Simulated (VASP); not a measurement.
# PbS (Galena) (Fm-3m) in VASP: a series of runs, part 2 of 2

VASP 6.6.1.

**3. Single point, LDA**

File INCAR:

```
SYSTEM = PbS
ALGO = Normal ; EDIFF = 1E-6
ENCUT = 520 ; ISIF = 2
ISMEAR = -1 ; LASPH = .TRUE.
LCHARG = .TRUE. ; LELF = .TRUE.
LREAL = .FALSE. ; LVHAR = .TRUE.
LWAVE = .FALSE. ; NBANDS = 17
NELM = 100 ; PREC = Accurate
SIGMA = 0.05
```

File KPOINTS:

```
k-points
0
G
  8 8 8
  0 0 0
```

File POSCAR:

```
PbS
1.0
    0.0000000000      2.9256673838      2.9256673838
    2.9256673838      0.0000000000      2.9256673838
    2.9256673838      2.9256673838      0.0000000000
Pb S
1 1
Direct
    0.0000000000      0.0000000000      0.0000000000
    0.5000000000      0.5000000000      0.5000000000
```

Potentials or basis: VASP PAW LDA potentials, release 64 (Pb_d, S).

Launch:

```bash
cat potpaw_LDA.64/Pb_d/POTCAR potpaw_LDA.64/S/POTCAR > POTCAR
mpirun -np 1 vasp_std > vasp.out
```

OUTCAR:

```text
SYSTEM = PbS
   EDIFF = 1E-6
   ENCUT = 520
   ISIF = 2
   ISMEAR = -1
   LASPH = .TRUE.
   LREAL = .FALSE.
   NELM = 100
   PREC = Accurate

 ion  position               nearest neighbor table
   1  0.000  0.000  0.000-   2 2.93   2 2.93   2 2.93   2 2.93   2 2.93   2 2.93
   2  0.500  0.500  0.500-   1 2.93   1 2.93   1 2.93   1 2.93   1 2.93   1 2.93

  LATTYP: Found a face centered cubic cell.
 ALAT       =     5.8513347676

  Lattice vectors:

 A1 = (   0.0000000000,   2.9256673838,   2.9256673838)
 A2 = (   2.9256673838,   0.0000000000,   2.9256673838)
 A3 = (   2.9256673838,   2.9256673838,   0.0000000000)

Analysis of symmetry for initial positions (statically):
=====================================================================
 Subroutine PRICEL returns:
 Original cell was already a primitive cell.

 Routine SETGRP: Setting up the symmetry group for a
 face centered cubic supercell.

 Subroutine GETGRP returns: Found 48 space group operations
[... 9 lines left out ...]

 Routine SETGRP: Setting up the symmetry group for a
 face centered cubic supercell.

 Subroutine GETGRP returns: Found 48 space group operations
[... 11 lines left out ...]
                                     Primitive cell

  volume of cell :      50.0847

  direct lattice vectors                    reciprocal lattice vectors
     0.000000000  2.925667384  2.925667384    -0.170901177  0.170901177  0.170901177
     2.925667384  0.000000000  2.925667384     0.170901177 -0.170901177  0.170901177
     2.925667384  2.925667384  0.000000000     0.170901177  0.170901177 -0.170901177

  length of vectors
     4.137518493  4.137518493  4.137518493     0.296009522  0.296009522  0.296009522

  position of ions in fractional coordinates (direct lattice)
     0.000000000  0.000000000  0.000000000
     0.500000000  0.500000000  0.500000000

  ion indices of the primitive-cell ions
   primitive index   ion index
                 1           1
                 2           2

----------------------------------------------------------------------------------------

 KPOINTS: k-points

[... 84 lines left out ...]
   IALGO  =     38    algorithm
   IMIX   =      4    mixing-type and parameters
     AMIX     =   0.40;   BMIX     =  1.00
     AMIX_MAG =   1.60;   BMIX_MAG =  1.00
  volume/ion in A,a.u.               =      25.04       168.99
  Fermi-wavevector in a.u.,A,eV,Ry     =   1.205544  2.278149 19.773855  1.453337
  Thomas-Fermi vector in A             =   2.341238
   LORBIT       =      0    0 simple, 1 ext, 2 COOP (PROOUT), +10 PAW based schemes
   GGA     = CA    functional components
   LHFCALC =     F    Hartree Fock is set to
   AEXX    =    0.0000 exact exchange contribution
   IVDW    =     0    specifies the selected vdW correction
   LEPSILON=     F    determine dielectric tensor
   LRPA    =     F    only Hartree local field effects (RPA)
 non-spin polarized calculation
  energy-cutoff  :      520.00
  volume of cell :       50.08
 maximum number of plane-waves:      1365
   NGX = 15   NGY = 15   NGZ = 15

 number of electron      19.9999996 magnetization

 Free energy of the ion-electron system (eV)
  ---------------------------------------------------
  ext. energy  EPLUGINS =         0.00000000
  ---------------------------------------------------
  free energy    TOTEN  =        -9.99982632 eV

  energy without entropy =       -9.99879461  energy(sigma->0) =       -9.99931046

 E-fermi :   6.2250     XC(G=0): -10.2174

 val. band max:        6.1989117432   @ k =   0.5000   0.0000   0.0000
 cond. band min:       6.2511720236   @ k =   0.5000   0.0000   0.0000
 fundamental gap:      0.0522602805
 Fermi energy:         6.2250430378

 k-point     1 :       0.0000    0.0000    0.0000
  band No.  band energies     occupation
      1     -10.7044      2.00000
      2     -10.7044      2.00000
      3     -10.7044      2.00000
      4     -10.6968      2.00000
      5     -10.6968      2.00000
      6      -7.8039      2.00000
[... 457 lines left out ...]
      4     -10.6704      2.00000
      5     -10.6451      2.00000
      6      -6.1417      2.00000
[... 9 lines left out ...]
     16      17.0072      0.00000
     17      17.2572      0.00000

 [... further k-points ...]

------------------------ aborting loop because EDIFF is reached ----------------------------------------

  FORCE on cell =-STRESS in cart. coord.  units (eV):
  Direction    XX          YY          ZZ          XY          YZ          ZX
  --------------------------------------------------------------------------------------
  -------------------------------------------------------------------------------------
  Total       -0.0641931     -0.0641931     -0.0641931     -0.0000000      0.0000000      0.0000000
  in kB       -2.0534955     -2.0534955     -2.0534955     -0.0000000      0.0000000      0.0000000
  external PRESSURE =      -2.0534955 kB  Pullay stress =       0.0000000 kB

 VOLUME and BASIS-vectors are now :
 -----------------------------------------------------------------------------
  energy-cutoff  :      520.00
  volume of cell :       50.08
      direct lattice vectors                 reciprocal lattice vectors
     0.000000000  2.925667384  2.925667384    -0.170901177  0.170901177  0.170901177
     2.925667384  0.000000000  2.925667384     0.170901177 -0.170901177  0.170901177
     2.925667384  2.925667384  0.000000000     0.170901177  0.170901177 -0.170901177

 POSITION                                       TOTAL-FORCE (eV/Angst)
 -----------------------------------------------------------------------------------
      0.00000      0.00000      0.00000         0.000000      0.000000      0.000000
      2.92567      2.92567      2.92567        -0.000000     -0.000000     -0.000000
 -----------------------------------------------------------------------------------
    total drift:                                0.000000     -0.000000     -0.000000

  FREE ENERGIE OF THE ION-ELECTRON SYSTEM (eV)
  ---------------------------------------------------
  free  energy   TOTEN  =        -9.9998263198 eV

  energy  without entropy=       -9.9987946075  energy(sigma->0) =       -9.99931046
```

Run time: 42 s. Hardware: 1 thread of AMD EPYC 7R13, shared host; peak memory 0.13 GiB.

Results:

| Property | Result |
| --- | --- |
| Free energy | -9.9998 eV |
| Pressure | -0.2 GPa |
| Band gap on the k mesh | 0.05 eV, direct |

Caveat: spin-orbit coupling is left out, which moves the levels of the heavy elements.

**4. Single point, PBEsol+D4**

This run uses another cell than the first one, of 25.56 Å³/atom, 1.021 times its volume.

File INCAR:

```
ALGO     = Normal         # electronic algorithm
EDIFF    = 1E-6           # SCF threshold, eV
ENCUT    = 520            # plane-wave cutoff, eV
GGA      = PS             # functional
ISIF     = 2              # what is computed and relaxed
ISMEAR   = -1             # smearing method
IVDW     = 13             # dispersion correction
LASPH    = True           # aspherical terms in the spheres
LCHARG   = False          # write CHGCAR
LREAL    = False          # projectors in reciprocal space
LWAVE    = False          # write WAVECAR
NBANDS   = 17             # bands
NELM     = 60             # most SCF steps
PREC     = Accurate       # precision mode
SIGMA    = 0.05           # smearing width, eV
```

File KPOINTS:

```
k-points
0
Gamma
  8 8 8
```

File POSCAR:

```
PbS
1.0
    0.0000000000      2.9458450378      2.9458450378
    2.9458450378      0.0000000000      2.9458450378
    2.9458450378      2.9458450378      0.0000000000
Pb S
1 1
Direct
    0.0000000000      0.0000000000      0.0000000000
    0.5000000000      0.5000000000      0.5000000000
```

Potentials or basis: VASP PAW PBE potentials, release 64 (Pb_d, S).

Launch:

```bash
cat potpaw_PBE.64/Pb_d/POTCAR potpaw_PBE.64/S/POTCAR > POTCAR
mpirun -np 1 vasp_std > vasp.out
```

Wall time 35 s (1 thread of AMD EPYC 7R13, shared host); peak memory 0.15 GiB.

The run converged. Its results:

- Free energy: -9.9036 eV
- Pressure: -1.0 GPa
- Band gap on the k mesh: 0.18 eV, direct
- Dispersion energy per atom: -0.223 eV

Levels at points of the mesh, in eV from the valence-band top:
| k point | band 7 | band 8 | band 9 | band 10 | band 11 | band 12 | band 13 | band 14 |
| --- | --- | --- | --- | --- | --- | --- | --- | --- |
| (0.00, 0.00, 0.00) | -6.04 | -2.30 | -2.30 | -2.30 | 5.20 | 5.20 | 5.20 | 6.57 |
| (0.50, 0.00, 0.00) | -9.04 | -1.88 | -1.88 | 0.00 | 0.18 | 1.83 | 1.83 | 8.49 |
| (0.50, 0.50, 0.00) | -7.29 | -5.46 | -3.62 | -3.62 | 3.61 | 5.57 | 5.70 | 5.70 |

Caveat: the PAW data sets were made with another functional, which shifts forces and pressure a little; spin-orbit coupling is left out, which moves the levels of the heavy elements. A k mesh can miss the band edges.

**5. The runs side by side**

```tsv
level	potentials or basis	cell	gap on the mesh (eV)	pressure (GPa)
SVWN5	VASP PAW PBE potentials, release 64 (Pb_d, S)	a = 4.138 Å, angles 60.0°, 2 atoms	0.09	-0.3
LDA	VASP PAW LDA potentials, release 64 (Pb_d, S)	a = 4.138 Å, angles 60.0°, 2 atoms	0.05	-0.2
PBEsol+D4	VASP PAW PBE potentials, release 64 (Pb_d, S)	a = 4.166 Å, angles 60.0°, 2 atoms	0.18	-1.0
```

Alike in all rows: task single point; no spin polarisation; k mesh 8 × 8 × 8; cutoff (eV) 520; smearing fermi-dirac 0.05 eV.

Caveats: spin-orbit coupling is left out, which moves the levels of the heavy elements; the PAW data sets were made with another functional, which shifts forces and pressure a little (some runs).

Total energies depend on the potentials used, so only differences within one code and one set of settings carry meaning.
